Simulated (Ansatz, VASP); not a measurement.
## SnSe: VASP beside Ansatz

```xyz
2
Lattice="0.0000 3.0308 3.0308 3.0308 0.0000 3.0308 3.0308 3.0308 0.0000" Properties=species:S:1:pos:R:3 pbc="T T T"
Sn    0.0000    0.0000    0.0000
Se    3.0308    3.0308    3.0308
```

Alike in both runs: functional PBE; k mesh 10 × 10 × 10; occupations gaussian, width 0.02 eV; no spin polarisation.

Ansatz relaxed the structure, and its values are those at the end. VASP's run is a single point on that final structure, the one shown.

|  | VASP | Ansatz |
| --- | --- | --- |
| version | VASP 6.6.1 | Ansatz 0.2.0 |
| potentials or method | VASP PAW PBE potentials, release 64 (Sn_d, Se), cutoff 520 eV | scalar-relativistic, plane waves, PAW |
| valence electrons in the cell | 20 | 30 |

|  | VASP | Ansatz | Ansatz less VASP |
| --- | --- | --- | --- |
| gap on the k mesh at the Fermi level (eV) | 0.49 | 0.49 | 0.000 |
| least direct gap on the mesh (eV) | 0.49 | 0.49 | -0.001 |
| pressure (GPa) | 0.0 | 0.0 | +0.02 |

VASP's potentials hold 20 valence electrons a cell and Ansatz's 30, so a difference there can come from the potentials and not from the codes.
